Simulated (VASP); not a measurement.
# Br (Pm-3m) in VASP: notebook

The runs below take Br through single point, with PBEsol.

Program: VASP 6.6.1. These are calculated values, not measurements. Logs are shortened: lines on timing, memory, paths and dates and some standing lists are left out, and cuts for length are marked.

### 1 The cell of the first run

The structure is cubic, space group Pm-3m (No. 221). The conventional cell has a = 4.472 Å, b = 4.472 Å, c = 4.472 Å, α = 90.00°, β = 90.00°, γ = 90.00°. Br (site symmetry 4/mmm) has 8 Br at 3.16 Å within 4.2 Å.

### 2 Single point, PBEsol

Input file INCAR:

```
SYSTEM = Br
PREC = Accurate
ENCUT = 500
EDIFF = 1E-6
ISMEAR = -1
SIGMA = 0.15
LREAL = .FALSE.
LASPH = .TRUE.
NELM = 120
ALGO = Normal
ISIF = 2
LWAVE = .FALSE.
LCHARG = .TRUE.
GGA = PS
LELF = .TRUE.
LVHAR = .TRUE.
NBANDS = 18
GGA_COMPAT = .FALSE.
```

Input file KPOINTS:

```
regular mesh
0
G
  6 6 6
  0 0 0
```

Input file POSCAR:

```
Br
1.0
    4.4716136606      0.0000000000      0.0000000000
    0.0000000000      4.4716136606      0.0000000000
    0.0000000000      0.0000000000      4.4716136606
Br
3
Direct
    0.5000000000      0.0000000000      0.0000000000
    0.0000000000      0.5000000000      0.0000000000
    0.0000000000      0.0000000000      0.5000000000
```

Potentials or basis: VASP PAW PBE potentials, release 64 (Br).

On the command line:

```
> cat potpaw_PBE.64/Br/POTCAR > POTCAR
> mpirun -np 1 vasp_std > vasp.out
```

OUTCAR:

```text
SYSTEM = Br
   PREC = Accurate
   ENCUT = 500
   EDIFF = 1E-6
   ISMEAR = -1
   LREAL = .FALSE.
   LASPH = .TRUE.
   NELM = 120
   ISIF = 2
   GGA = PS

 ion  position               nearest neighbor table
   1  0.500  0.000  0.000-
   2  0.000  0.500  0.000-
   3  0.000  0.000  0.500-

  LATTYP: Found a simple cubic cell.
 ALAT       =     4.4716136606

  Lattice vectors:

 A1 = (   4.4716136606,   0.0000000000,   0.0000000000)
 A2 = (   0.0000000000,   4.4716136606,   0.0000000000)
 A3 = (   0.0000000000,   0.0000000000,   4.4716136606)

Analysis of symmetry for initial positions (statically):
=====================================================================
 Subroutine PRICEL returns:
 Original cell was already a primitive cell.

 Routine SETGRP: Setting up the symmetry group for a
 simple cubic supercell.

 Subroutine GETGRP returns: Found 48 space group operations
 (whereof 48 operations were pure point group operations)
 out of a pool of 48 trial point group operations.

The static configuration has the point symmetry O_h .

Analysis of symmetry for dynamics (positions and initial velocities):
=====================================================================
 Subroutine PRICEL returns:
 Original cell was already a primitive cell.

 Routine SETGRP: Setting up the symmetry group for a
 simple cubic supercell.

 Subroutine GETGRP returns: Found 48 space group operations
 (whereof 48 operations were pure point group operations)
 out of a pool of 48 trial point group operations.

The dynamic configuration has the point symmetry O_h .

 Subroutine INISYM returns: Found 48 space group operations
 (whereof 48 operations are pure point group operations),
 and found     1 'primitive' translations

----------------------------------------------------------------------------------------

                                     Primitive cell

  volume of cell :      89.4114

  direct lattice vectors                    reciprocal lattice vectors
     4.471613661  0.000000000  0.000000000     0.223632916  0.000000000  0.000000000
     0.000000000  4.471613661  0.000000000     0.000000000  0.223632916  0.000000000
     0.000000000  0.000000000  4.471613661     0.000000000  0.000000000  0.223632916

  length of vectors
     4.471613661  4.471613661  4.471613661     0.223632916  0.223632916  0.223632916

  position of ions in fractional coordinates (direct lattice)
[... 74 lines left out ...]
   ENCUT  =  500.0 eV  36.75 Ry    6.06 a.u.   8.15  8.15  8.15*2*pi/ulx,y,z
   NELM   =    120;   NELMIN=  2; NELMDL= -5     # of ELM steps
   EDIFF  = 0.1E-05   stopping-criterion for ELM
   LREAL  =      F    real-space projection
   EDIFFG = 0.1E-04   stopping-criterion for IOM
   NSW    =      0    number of steps for IOM
   IBRION =     -1    ionic relax: 0-MD 1-quasi-New 2-CG
   NFREE  =      0    steps in history (QN), initial steepest desc. (CG)
   ISIF   =      2    stress and relaxation
   ISYM   =      2    0-nonsym 1-usesym 2-fastsym
   POTIM  = 0.5000    time-step for ionic-motion
   TEBEG  =    0.0;   TEEND  =   0.0 temperature during run
   PSTRESS=    0.0 pullay stress
   NELECT =      21.0000    total number of electrons
   NUPDOWN=      -1.0000    fix difference up-down
   EMIN   =  10.00;   EMAX   =-10.00  energy-range for DOS
   EFERMI =   0.00;   METHOD = LEGACY
   ISMEAR =    -1;   SIGMA  =   0.15  broadening in eV -4-tet -1-fermi 0-gaus
   EFERMI_NEDOS =   21; number of points for ismear=-14 and -15
   IALGO  =     38    algorithm
   IMIX   =      4    mixing-type and parameters
     AMIX     =   0.40;   BMIX     =  1.00
     AMIX_MAG =   1.60;   BMIX_MAG =  1.00
  volume/ion in A,a.u.               =      29.80       201.13
  Fermi-wavevector in a.u.,A,eV,Ry     =   1.010067  1.908750 13.881153  1.020236
  Thomas-Fermi vector in A             =   2.143034
   LORBIT       =      0    0 simple, 1 ext, 2 COOP (PROOUT), +10 PAW based schemes
   GGA     = PS    functional components
   LHFCALC =     F    Hartree Fock is set to
   AEXX    =    0.0000 exact exchange contribution
   IVDW    =     0    specifies the selected vdW correction
   LEPSILON=     F    determine dielectric tensor
   LRPA    =     F    only Hartree local field effects (RPA)
 non-spin polarized calculation
  energy-cutoff  :      500.00
  volume of cell :       89.41
 maximum number of plane-waves:      2301
 NGX is ok and might be reduce to    36
   NGX = 17   NGY = 17   NGZ = 17

 number of electron      20.9999991 magnetization

 Free energy of the ion-electron system (eV)
  ---------------------------------------------------
  ext. energy  EPLUGINS =         0.00000000
  ---------------------------------------------------
  free energy    TOTEN  =        -4.09211600 eV

  energy without entropy =       -3.74618995  energy(sigma->0) =       -3.91915298

 E-fermi :   0.9062     XC(G=0):  -8.6599

 val. band max:        0.8972023705   @ k =   0.3333   0.0000   0.0000
 cond. band min:       0.9457473406   @ k =   0.3333   0.1667   0.1667
 fundamental gap:      0.0485449701
 Fermi energy:         0.9062041205

 k-point     1 :       0.0000    0.0000    0.0000
  band No.  band energies     occupation
      1     -14.7928      2.00000
      2     -12.6510      2.00000
      3     -12.6510      2.00000
      4      -3.2678      2.00000
      5      -3.2678      2.00000
      6      -3.2678      2.00000
[... 397 lines left out ...]
      5      -3.1986      2.00000
      6      -3.1986      2.00000
[... 10 lines left out ...]
     17      13.1267      0.00000
     18      13.1267      0.00000

------------------------ aborting loop because EDIFF is reached ----------------------------------------

  FORCE on cell =-STRESS in cart. coord.  units (eV):
  Direction    XX          YY          ZZ          XY          YZ          ZX
  --------------------------------------------------------------------------------------
  -------------------------------------------------------------------------------------
  Total       -0.2847985     -0.2847985     -0.2847985      0.0000000      0.0000000     -0.0000000
  in kB       -5.1033511     -5.1033511     -5.1033511      0.0000000      0.0000000     -0.0000000
  external PRESSURE =      -5.1033511 kB  Pullay stress =       0.0000000 kB

 VOLUME and BASIS-vectors are now :
 -----------------------------------------------------------------------------
  energy-cutoff  :      500.00
  volume of cell :       89.41
      direct lattice vectors                 reciprocal lattice vectors
     4.471613661  0.000000000  0.000000000     0.223632916  0.000000000  0.000000000
     0.000000000  4.471613661  0.000000000     0.000000000  0.223632916  0.000000000
     0.000000000  0.000000000  4.471613661     0.000000000  0.000000000  0.223632916

 POSITION                                       TOTAL-FORCE (eV/Angst)
 -----------------------------------------------------------------------------------
      2.23581      0.00000      0.00000         0.000000      0.000000      0.000000
      0.00000      2.23581      0.00000         0.000000      0.000000      0.000000
      0.00000      0.00000      2.23581         0.000000      0.000000      0.000000
 -----------------------------------------------------------------------------------
    total drift:                                0.000000      0.000000     -0.000000

  FREE ENERGIE OF THE ION-ELECTRON SYSTEM (eV)
  ---------------------------------------------------
  free  energy   TOTEN  =        -4.0921160044 eV

  energy  without entropy=       -3.7461899509  energy(sigma->0) =       -3.91915298
```

OSZICAR:

```text
N       E                     dE             d eps       ncg     rms          rms(c)
DAV:   1     0.123693061069E+03    0.12369E+03   -0.83932E+03   720   0.925E+02
DAV:   2     0.433327281172E+01   -0.11936E+03   -0.11615E+03   968   0.172E+02
DAV:   3    -0.403044646435E+01   -0.83637E+01   -0.82789E+01   830   0.520E+01
DAV:   4    -0.410567654073E+01   -0.75230E-01   -0.75195E-01  1040   0.574E+00
DAV:   5    -0.410620422623E+01   -0.52769E-03   -0.52766E-03   926   0.468E-01    0.843E+00
DAV:   6    -0.409240758397E+01    0.13797E-01   -0.23313E-02   966   0.675E-01    0.513E+00
DAV:   7    -0.409290859152E+01   -0.50101E-03   -0.19763E-02   880   0.711E-01    0.271E-01
DAV:   8    -0.409209473846E+01    0.81385E-03   -0.27764E-03   878   0.252E-01    0.300E-02
DAV:   9    -0.409210715946E+01   -0.12421E-04   -0.73018E-05   944   0.469E-02    0.927E-03
DAV:  10    -0.409211292271E+01   -0.57633E-05   -0.32234E-06   806   0.926E-03    0.363E-03
DAV:  11    -0.409211595353E+01   -0.30308E-05   -0.26756E-06   768   0.797E-03    0.209E-03
DAV:  12    -0.409211600444E+01   -0.50906E-07   -0.75552E-08   740   0.147E-03
   1 F= -.40921160E+01 E0= -.39191530E+01  d E =-.345926E+00
```

stdout:

```text
POSCAR found type information on POSCAR Br
 POSCAR found :  1 types and       3 ions
 scaLAPACK will be used
 -----------------------------------------------------------------------------
|                                                                             |
|                                                                             |
|     You enforced a specific xc type in the INCAR file but a different       |
|     I HOPE YOU KNOW WHAT YOU ARE DOING!                                     |
|                                                                             |
 -----------------------------------------------------------------------------

 LDA part: xc-table for (Slater+PW92), standard interpolation
 POSCAR, INCAR and KPOINTS ok, starting setup
 FFT: planning ... GRIDC
 FFT: planning ... GRID_SOFT
 FFT: planning ... GRID
 WAVECAR not read
 entering main loop
```

Wall time 42 s (1 thread of Intel Xeon 8259CL, shared host); peak memory 0.2 GiB.

What came out:

* Free energy: -4.0921 eV
* Pressure: -0.5 GPa
* Band gap on the k mesh: zero (an odd number of electrons rules out a gap without spin polarisation)

Caveat: the PAW data sets were made with another functional, which shifts forces and pressure a little; an odd number of electrons without spin polarisation forces a metal; a magnetic or distorted state may lie lower.

(Continued in part 2 of 2.)

The gap in the log of VASP goes by the Fermi energy; the results here count the filled bands.